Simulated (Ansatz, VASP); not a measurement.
This is a calculation of TiSi2 for VASP 6.6.1.

POSCAR

```
TiSi2
1.0
    4.3746400000      0.0000000000      0.0000000000
   -2.1873200000      3.7885500000      0.0000000000
    0.0000000000      0.0000000000      2.5610100000
Ti Si
1 2
Direct
    0.0000000000      0.0000000000      0.0000000000
    0.3333300000      0.6666700000      0.5000000000
    0.6666700000      0.3333300000      0.5000000000
```

The input INCAR.step1:

```
SYSTEM = TiSi2
ALGO     = Normal         ! electronic algorithm
EDIFF    = 1E-5           ! SCF threshold, eV
ENCUT    = 520            ! plane-wave cutoff, eV
GGA      = PE             ! functional
ISIF     = 2              ! what is computed and relaxed
ISMEAR   = -1             ! smearing method
LASPH    = .True.         ! aspherical terms in the spheres
LREAL    = .False.        ! projectors in reciprocal space
LWAVE    = .True.         ! write WAVECAR
NBANDS   = 17             ! bands
NELM     = 100            ! most SCF steps
PREC     = Accurate       ! precision mode
SIGMA    = 0.05           ! smearing width, eV
```

File INCAR.step2:

```
SYSTEM = TiSi2
AEXX     = 0.4            ! exact-exchange fraction
ALGO     = Normal         ! electronic algorithm
EDIFF    = 1E-6           ! SCF threshold, eV
ENCUT    = 520            ! plane-wave cutoff, eV
GGA      = PE             ! functional
HFSCREEN = 0.2            ! screening, 1/A
ISIF     = 2              ! what is computed and relaxed
ISMEAR   = -1             ! smearing method
ISTART   = 1            
LASPH    = .True.         ! aspherical terms in the spheres
LCHARG   = .True.         ! write CHGCAR
LELF     = .True.         ! ELF
LHFCALC  = .True.         ! exact exchange
LREAL    = .False.        ! projectors in reciprocal space
LVHAR    = .True.       
LWAVE    = .False.        ! write WAVECAR
NBANDS   = 17             ! bands
NELM     = 100            ! most SCF steps
PREC     = Accurate       ! precision mode
PRECFOCK = Normal       
SIGMA    = 0.05           ! smearing width, eV
```

The input KPOINTS:

```
k-points
0
Gamma
  4 4 5
  0 0 0
```

Potentials or basis: VASP PAW PBE potentials, release 64 (Ti_sv, Si).

Run with:

```bash
$ cat potpaw_PBE.64/Ti_sv/POTCAR potpaw_PBE.64/Si/POTCAR > POTCAR
$ cp INCAR.step1 INCAR
$ mpirun -np 1 vasp_std > vasp.out
$ cp INCAR.step2 INCAR
$ mpirun -np 1 vasp_std > vasp.out
```

Problem. Translate it to Ansatz 0.2.0. Potentials there: Ansatz PAW.

Solution. As run (the cutoff follows the program's own potentials):

input.yaml

```yaml
crystal:
  lattice:
    - [4.37464, 0.0, 0.0]
    - [-2.18732, 3.78855, 0.0]
    - [0.0, 0.0, 2.56101]
  atoms:
    - { symbol: Ti, position: [0.0, 0.0, 0.0] }
    - { symbol: Si, position: [0.33333, 0.66667, 0.5] }
    - { symbol: Si, position: [0.66667, 0.33333, 0.5] }
hamiltonian:
  xc: { exchange: pbe, correlation: pbe, exx: { coeff: 0.4, omega: 0.2 } }
  pseudopotentials: { kind: paw }
kpoints:
  mp_grid: { grid: [4, 4, 5] }
scf:
  occupations: { method: fermi_dirac, width: 0.05 }
output:
  forces: true
  stress: true
  eigenvalues: true
```

Potentials or basis: Ansatz PAW.

The run is started by

```console
$ ansatz run input.yaml --threads 2 --pin off --max-ram 5632MiB --backend cpu --events-out ev --progress --plain --runs-dir out
```

Both were run:

|  | VASP | Ansatz | Ansatz less VASP |
| --- | --- | --- | --- |
| gap on the k mesh at the Fermi level (eV) | none | none | - |
| pressure (GPa) | -4.0 | -3.6 | +0.41 |
| traceless stress, the component that is largest in VASP (GPa) | -13.18 | -13.47 | -0.288 |

VASP's potentials were made for PBE, not for PBE-based screened hybrid. A gap of «none» marks a metal or a gap that the smearing closes.

The k mesh is coarse, so the values compare programs but aren't converged.
